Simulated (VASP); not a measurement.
Input of a VASP 6.6.1 run:

File INCAR:

```
SYSTEM = TiAl3
PREC = Accurate ; ENCUT = 520
EDIFF = 1E-6 ; ISMEAR = 0
SIGMA = 0.1 ; LREAL = .FALSE.
LASPH = .TRUE. ; NELM = 80
ALGO = Fast ; ISIF = 2
LWAVE = .FALSE. ; LCHARG = .TRUE.
GGA = PE ; LELF = .TRUE.
LVHAR = .TRUE. ; NBANDS = 18
```

The input KPOINTS:

```
regular mesh
0
G
  12 12 12
  0 0 0
```

The input POSCAR:

```
TiAl3
1.0
    3.9394675425      0.0000000000      0.0000000000
    0.0000000000      3.9394675425      0.0000000000
    0.0000000000      0.0000000000      3.9394675425
Ti Al
1 3
Direct
    0.0000000000      0.0000000000      0.0000000000
    0.5000000000      0.0000000000      0.5000000000
    0.0000000000      0.5000000000      0.5000000000
    0.5000000000      0.5000000000      0.0000000000
```

Potentials or basis: VASP PAW PBE potentials, release 64 (Ti_sv, Al).

The run is started by

```bash
$ cat potpaw_PBE.64/Ti_sv/POTCAR potpaw_PBE.64/Al/POTCAR > POTCAR
$ mpirun -np 1 vasp_std > vasp.out
```

Problem. Estimate the pressure.

Solution. 3.4 GPa.
